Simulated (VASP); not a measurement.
# Ni (Pm-3n) in VASP: notebook

Ni is run at these levels: RPBE; tasks: single point.

Everything below comes from runs of VASP 6.6.1. Logs are shortened: lines on timing, memory, paths and dates and some standing lists are left out, and cuts for length are marked.

## Step 1: The cell of the first run

Symmetry: Pm-3n, No. 223, cubic system. Conventional cell: a = 4.505 Å, b = 4.505 Å, c = 4.505 Å, α = 90.00°, β = 90.00°, γ = 90.00°. Within 3.3 Å of Ni (site symmetry m-3) lie 12 Ni at 2.52 Å. Ni (site symmetry -4m2) has 14 Ni at 2.25 to 2.76 Å within 3.0 Å.

## Step 2: Single point, RPBE

File INCAR:

```
PREC = Accurate
ENCUT = 520
EDIFF = 1E-6
ISMEAR = -1
SIGMA = 0.1
LREAL = F
LASPH = T
NELM = 100
ALGO = Normal
ISIF = 2
LWAVE = F
LCHARG = F
GGA = RP
NBANDS = 50
```

File KPOINTS:

```
Automatic mesh
0
Gamma
  6 6 6
```

File POSCAR:

```
Ni
1.0
    4.5053909647      0.0000000000      0.0000000000
    0.0000000000      4.5053909647      0.0000000000
    0.0000000000      0.0000000000      4.5053909647
Ni
8
Direct
    1.0000000000      0.0000000000      0.0000000000
    0.5000000000      0.5000000000      0.5000000000
    0.2500000000      0.0000000000      0.5000000000
    0.7500000000      0.0000000000      0.5000000000
    0.5000000000      0.2500000000      0.0000000000
    0.5000000000      0.7500000000      0.0000000000
    0.0000000000      0.5000000000      0.2500000000
    0.0000000000      0.5000000000      0.7500000000
```

Potentials or basis: VASP PAW PBE potentials, release 64 (Ni).

The run is started by

```bash
cat potpaw_PBE.64/Ni/POTCAR > POTCAR
mpirun -np 1 vasp_std > vasp.out
```

OUTCAR:

```text
PREC = Accurate
   ENCUT = 520
   EDIFF = 1E-6
   ISMEAR = -1
   LREAL = F
   LASPH = T
   NELM = 100
   ISIF = 2
   GGA = RP

 ion  position               nearest neighbor table
   1  0.000  0.000  0.000-   3 2.52   4 2.52   5 2.52   6 2.52   7 2.52   8 2.52   3 2.52   4 2.52
                             7 2.52   8 2.52   5 2.52   6 2.52
   2  0.500  0.500  0.500-   3 2.52   4 2.52   5 2.52   6 2.52   7 2.52   8 2.52   5 2.52   6 2.52
                             3 2.52   4 2.52   7 2.52   8 2.52
   3  0.250  0.000  0.500-   4 2.25   4 2.25   1 2.52   1 2.52   2 2.52   2 2.52   5 2.76   6 2.76
                             6 2.76   5 2.76   8 2.76   7 2.76   8 2.76   7 2.76
   4  0.750  0.000  0.500-   3 2.25   3 2.25   1 2.52   1 2.52   2 2.52   2 2.52   5 2.76   6 2.76
                             6 2.76   5 2.76   8 2.76   7 2.76   8 2.76   7 2.76
   5  0.500  0.250  0.000-   6 2.25   6 2.25   1 2.52   2 2.52   2 2.52   1 2.52   3 2.76   4 2.76
                             3 2.76   4 2.76   8 2.76   7 2.76   7 2.76   8 2.76
   6  0.500  0.750  0.000-   5 2.25   5 2.25   1 2.52   2 2.52   2 2.52   1 2.52   3 2.76   4 2.76
                             3 2.76   4 2.76   8 2.76   7 2.76   7 2.76   8 2.76
   7  0.000  0.500  0.250-   8 2.25   8 2.25   1 2.52   2 2.52   1 2.52   2 2.52   3 2.76   4 2.76
                             5 2.76   3 2.76   4 2.76   6 2.76   5 2.76   6 2.76
   8  0.000  0.500  0.750-   7 2.25   7 2.25   1 2.52   2 2.52   1 2.52   2 2.52   3 2.76   4 2.76
                             5 2.76   3 2.76   4 2.76   6 2.76   5 2.76   6 2.76

  LATTYP: Found a simple cubic cell.
 ALAT       =     4.5053909647

  Lattice vectors:

 A1 = (   4.5053909647,   0.0000000000,   0.0000000000)
 A2 = (   0.0000000000,   4.5053909647,   0.0000000000)
 A3 = (   0.0000000000,   0.0000000000,   4.5053909647)

Analysis of symmetry for initial positions (statically):
=====================================================================
 Subroutine PRICEL returns:
 Original cell was already a primitive cell.

 Routine SETGRP: Setting up the symmetry group for a
 simple cubic supercell.

 Subroutine GETGRP returns: Found 48 space group operations
 (whereof 24 operations were pure point group operations)
 out of a pool of 48 trial point group operations.

The static configuration has the point symmetry T_h .
 The point group associated with its full space group is O_h .

Analysis of symmetry for dynamics (positions and initial velocities):
=====================================================================
 Subroutine PRICEL returns:
 Original cell was already a primitive cell.

 Routine SETGRP: Setting up the symmetry group for a
 simple cubic supercell.

 Subroutine GETGRP returns: Found 48 space group operations
 (whereof 24 operations were pure point group operations)
 out of a pool of 48 trial point group operations.

The dynamic configuration has the point symmetry T_h .
 The point group associated with its full space group is O_h .

 Subroutine INISYM returns: Found 48 space group operations
 (whereof 24 operations are pure point group operations),
 and found     1 'primitive' translations

----------------------------------------------------------------------------------------

                                     Primitive cell

  volume of cell :      91.4529

  direct lattice vectors                    reciprocal lattice vectors
     4.505390965  0.000000000  0.000000000     0.221956320  0.000000000  0.000000000
     0.000000000  4.505390965  0.000000000     0.000000000  0.221956320  0.000000000
     0.000000000  0.000000000  4.505390965     0.000000000  0.000000000  0.221956320

  length of vectors
     4.505390965  4.505390965  4.505390965     0.221956320  0.221956320  0.221956320

  position of ions in fractional coordinates (direct lattice)
     0.000000000  0.000000000  0.000000000
     0.500000000  0.500000000  0.500000000
     0.250000000  0.000000000  0.500000000
     0.750000000  0.000000000  0.500000000
     0.500000000  0.250000000  0.000000000
     0.500000000  0.750000000  0.000000000
     0.000000000  0.500000000  0.250000000
     0.000000000  0.500000000  0.750000000

  ion indices of the primitive-cell ions
   primitive index   ion index
                 1           1
                 2           2
                 3           3
                 4           4
                 5           5
                 6           6
                 7           7
                 8           8

----------------------------------------------------------------------------------------

 KPOINTS: Automatic mesh

Automatic generation of k-mesh.
 Grid dimensions read from file:
 generate k-points for:    6    6    6

 Generating k-lattice:

  Cartesian coordinates                     Fractional coordinates (reciprocal lattice)
     0.036992720  0.000000000  0.000000000     0.166666667  0.000000000  0.000000000
     0.000000000  0.036992720  0.000000000     0.000000000  0.166666667  0.000000000
     0.000000000  0.000000000  0.036992720     0.000000000  0.000000000  0.166666667

  Length of vectors
     0.036992720  0.036992720  0.036992720

  Shift w.r.t. Gamma in fractional coordinates (k-lattice)
     0.000000000  0.000000000  0.000000000

 Subroutine IBZKPT returns following result:
 ===========================================

 Found     20 irreducible k-points:

 Following reciprocal coordinates:
            Coordinates               Weight
  0.000000  0.000000  0.000000      1.000000
  0.166667  0.000000  0.000000      6.000000
  0.333333  0.000000  0.000000      6.000000
  0.500000  0.000000  0.000000      3.000000
  0.166667  0.166667  0.000000     12.000000
  0.333333  0.166667  0.000000     24.000000
[... 12 lines left out ...]
  0.500000  0.500000  0.333333      6.000000
  0.500000  0.500000  0.500000      1.000000
   k-points           NKPTS =     20   k-points in BZ     NKDIM =     20   number of bands    NBANDS=     50
   number of dos      NEDOS =    301   number of ions     NIONS =      8
   total plane-waves  NPLWV =  46656
   dimension x,y,z NGX =    36 NGY =   36 NGZ =   36
   dimension x,y,z NGXF=    72 NGYF=   72 NGZF=   72
   ions per type =               8
   NGX,Y,Z   is equivalent  to a cutoff of  13.28, 13.28, 13.28 a.u.
   NGXF,Y,Z  is equivalent  to a cutoff of  26.57, 26.57, 26.57 a.u.
 SYSTEM =  unknown system
   PREC   = accura    normal or accurate (medium, high low for compatibility)
   ISTART =      0    job   : 0-new  1-cont  2-samecut
   ICHARG =      2    charge: 1-file 2-atom 10-const
   ISPIN  =      1    spin polarized calculation?
   LNONCOLLINEAR =      F non collinear calculations
   LSORBIT =      F    spin-orbit coupling
   LASPH  =      T    aspherical Exc in radial PAW
   ENCUT  =  520.0 eV  38.22 Ry    6.18 a.u.   8.38  8.38  8.38*2*pi/ulx,y,z
   NELM   =    100;   NELMIN=  2; NELMDL= -5     # of ELM steps
   EDIFF  = 0.1E-05   stopping-criterion for ELM
   LREAL  =      F    real-space projection
   EDIFFG = 0.1E-04   stopping-criterion for IOM
   NSW    =      0    number of steps for IOM
   IBRION =     -1    ionic relax: 0-MD 1-quasi-New 2-CG
   NFREE  =      0    steps in history (QN), initial steepest desc. (CG)
   ISIF   =      2    stress and relaxation
   ISYM   =      2    0-nonsym 1-usesym 2-fastsym
   POTIM  = 0.5000    time-step for ionic-motion
   TEBEG  =    0.0;   TEEND  =   0.0 temperature during run
   PSTRESS=    0.0 pullay stress
   NELECT =      80.0000    total number of electrons
   NUPDOWN=      -1.0000    fix difference up-down
   EMIN   =  10.00;   EMAX   =-10.00  energy-range for DOS
   EFERMI =   0.00;   METHOD = LEGACY
   ISMEAR =    -1;   SIGMA  =   0.10  broadening in eV -4-tet -1-fermi 0-gaus
   EFERMI_NEDOS =   21; number of points for ismear=-14 and -15
   IALGO  =     38    algorithm
   IMIX   =      4    mixing-type and parameters
     AMIX     =   0.40;   BMIX     =  1.00
     AMIX_MAG =   1.60;   BMIX_MAG =  1.00
  volume/ion in A,a.u.               =      11.43        77.14
  Fermi-wavevector in a.u.,A,eV,Ry     =   1.565690  2.958724 33.353105  2.451384
  Thomas-Fermi vector in A             =   2.668128
   LORBIT       =      0    0 simple, 1 ext, 2 COOP (PROOUT), +10 PAW based schemes
   GGA     = RP    functional components
   LHFCALC =     F    Hartree Fock is set to
   AEXX    =    0.0000 exact exchange contribution
   IVDW    =     0    specifies the selected vdW correction
   LEPSILON=     F    determine dielectric tensor
   LRPA    =     F    only Hartree local field effects (RPA)
 non-spin polarized calculation
  energy-cutoff  :      520.00
  volume of cell :       91.45
 maximum number of plane-waves:      2517
 NGX is ok and might be reduce to    36
   NGX = 17   NGY = 17   NGZ = 17

 number of electron      79.9999953 magnetization

 Free energy of the ion-electron system (eV)
  ---------------------------------------------------
  ext. energy  EPLUGINS =         0.00000000
  ---------------------------------------------------
  free energy    TOTEN  =       -38.65227123 eV

  energy without entropy =      -37.95897247  energy(sigma->0) =      -38.30562185

 E-fermi :   8.7007     XC(G=0): -12.8247

 val. band max:        8.6975284893   @ k =   0.0000   0.0000   0.0000
 cond. band min:       8.7020337099   @ k =   0.1667   0.0000   0.0000
 fundamental gap:      0.0045052205
 Fermi energy:         8.7006860804

 k-point     1 :       0.0000    0.0000    0.0000
  band No.  band energies     occupation
      1       0.1697      2.00000
      2       4.4105      2.00000
      3       4.4105      2.00000
      4       4.9960      2.00000
      5       5.4738      2.00000
      6       5.4738      2.00000
[... 42 lines left out ...]
     49      16.8470      0.00000
     50      16.8470      0.00000

 k-point     2 :       0.1667    0.0000    0.0000
  band No.  band energies     occupation
      1       0.3893      2.00000
      2       4.1755      2.00000
      3       4.5397      2.00000
      4       4.7420      2.00000
      5       5.4272      2.00000
      6       5.4272      2.00000
[... 946 lines left out ...]
 k-point    20 :       0.5000    0.5000    0.5000
  band No.  band energies     occupation
      1       4.5941      2.00000
      2       4.5941      2.00000
      3       4.5941      2.00000
      4       4.5941      2.00000
      5       4.5941      2.00000
      6       4.5941      2.00000
[... 42 lines left out ...]
     49      22.7845      0.00000
     50      22.7861      0.00000

------------------------ aborting loop because EDIFF is reached ----------------------------------------

  FORCE on cell =-STRESS in cart. coord.  units (eV):
  Direction    XX          YY          ZZ          XY          YZ          ZX
  --------------------------------------------------------------------------------------
  -------------------------------------------------------------------------------------
  Total        0.1122595      0.1122595      0.1122595     -0.0000000     -0.0000000      0.0000000
  in kB        1.9666921      1.9666921      1.9666921     -0.0000000     -0.0000000      0.0000000
  external PRESSURE =       1.9666921 kB  Pullay stress =       0.0000000 kB

 VOLUME and BASIS-vectors are now :
 -----------------------------------------------------------------------------
  energy-cutoff  :      520.00
  volume of cell :       91.45
      direct lattice vectors                 reciprocal lattice vectors
     4.505390965  0.000000000  0.000000000     0.221956320  0.000000000  0.000000000
     0.000000000  4.505390965  0.000000000     0.000000000  0.221956320  0.000000000
     0.000000000  0.000000000  4.505390965     0.000000000  0.000000000  0.221956320

 POSITION                                       TOTAL-FORCE (eV/Angst)
 -----------------------------------------------------------------------------------
      0.00000      0.00000      0.00000         0.000000      0.000000     -0.000000
      2.25270      2.25270      2.25270         0.000000      0.000000     -0.000000
      1.12635      0.00000      2.25270         0.000000     -0.000000      0.000000
      3.37904      0.00000      2.25270        -0.000000     -0.000000     -0.000000
      2.25270      1.12635      0.00000        -0.000000      0.000000      0.000000
      2.25270      3.37904      0.00000         0.000000      0.000000     -0.000000
      0.00000      2.25270      1.12635        -0.000000      0.000000     -0.000000
      0.00000      2.25270      3.37904        -0.000000     -0.000000      0.000000
 -----------------------------------------------------------------------------------
    total drift:                                0.000000      0.000000     -0.000000

  FREE ENERGIE OF THE ION-ELECTRON SYSTEM (eV)
  ---------------------------------------------------
  free  energy   TOTEN  =       -38.6522712269 eV

  energy  without entropy=      -37.9589724674  energy(sigma->0) =      -38.30562185
```

Wall time 81 s (1 thread of AMD EPYC 7R13 (Zen 3), shared host); peak memory 0.2 GiB.

What came out:

| Property | Result |
| --- | --- |
| Free energy | -38.6523 eV |
| Pressure | 0.2 GPa |
| Band gap on the k mesh | zero (band 40 reaches 8.70 eV, above the bottom of band 41 at 8.58 eV) |

Caveat: the PAW data sets were made with another functional, which shifts forces and pressure a little; the run has no spin polarisation, though such a crystal can be magnetic. Spin polarisation is off, so any magnetic state and its effect on volume and gap are missing.

## Step 3: Single point, RPBE, collinear spin, ferromagnetic start

This run uses another cell than the first one, of 11.48 Å³/atom, 1.004 times its volume.

File INCAR:

```
PREC = Accurate
ENCUT = 520
EDIFF = 1E-7
ISMEAR = -1
SIGMA = 0.05
LREAL = False
LASPH = True
NELM = 150
ALGO = Normal
ISIF = 2
LWAVE = False
LCHARG = True
ISPIN = 2
MAGMOM = 0.8 0.8 0.8 0.8 0.8 0.8 0.8 0.8
LORBIT = 11
LMAXMIX = 4
GGA = RP
LELF = True
LVHAR = True
NBANDS = 54
```

File KPOINTS:

```
regular mesh
0
Gamma
  6 6 6
```

File POSCAR:

```
Ni
1.0
    4.5114659494      0.0000000000      0.0000000000
    0.0000000000      4.5114659494      0.0000000000
    0.0000000000      0.0000000000      4.5114659494
Ni
8
Direct
    1.0000000000      1.0000000000      0.0000000000
    0.5000000000      0.5000000000      0.5000000000
    0.2500000000      0.0000000000      0.5000000000
    0.7500000000      0.0000000000      0.5000000000
    0.5000000000      0.2500000000      0.0000000000
    0.5000000000      0.7500000000      0.0000000000
    0.0000000000      0.5000000000      0.2500000000
    0.0000000000      0.5000000000      0.7500000000
```

Potentials or basis: VASP PAW PBE potentials, release 64 (Ni).

The run is started by

```bash
cat potpaw_PBE.64/Ni/POTCAR > POTCAR
mpirun -np 1 vasp_std > vasp.out
```

Wall time 7.2 min (1 thread of Oxide Virtual Turin-like, shared host); peak memory 0.28 GiB.

It converged, with:

- Free energy: -38.6471 eV
- Pressure: 0.1 GPa
- Net moment: 4.61 μB per cell
- Site moments: Ni +0.60, +0.59 μB
- Valence electrons inside the program's atomic spheres: Ni 9.24

Levels at points of the mesh, in eV from the Fermi level:
Spin up:
```
           k point  band 39  band 40  band 41  band 42  band 43  band 44  band 45  band 46
(0.00, 0.00, 0.00)    -0.52    -0.52    -0.52     1.01     1.01     1.01     2.47     2.47
(0.50, 0.00, 0.00)    -0.52    -0.52    -0.30    -0.30     1.84     1.84     2.31     2.31
(0.50, 0.50, 0.00)    -0.64    -0.56    -0.49    -0.41    -0.41    -0.25     2.20     3.89
(0.50, 0.50, 0.50)    -0.76    -0.76     0.18     0.18     0.18     0.18     0.18     0.18
```
Spin down:
```csv
k point,band 34,band 35,band 36,band 37,band 38,band 39,band 40,band 41,band 42,band 43
"(0.00, 0.00, 0.00)",-0.25,-0.25,0.02,0.02,0.02,0.19,0.19,0.19,1.50,1.50
"(0.50, 0.00, 0.00)",-0.19,-0.17,-0.17,-0.15,-0.15,0.17,0.17,0.45,0.45,2.10
"(0.50, 0.50, 0.00)",-0.36,-0.15,-0.15,-0.08,0.01,0.04,0.04,0.22,0.28,0.28
"(0.50, 0.50, 0.50)",-0.13,-0.13,-0.13,-0.09,-0.09,-0.09,-0.09,0.70,0.70,0.70
```

Caveat: the PAW data sets were made with another functional, which shifts forces and pressure a little.
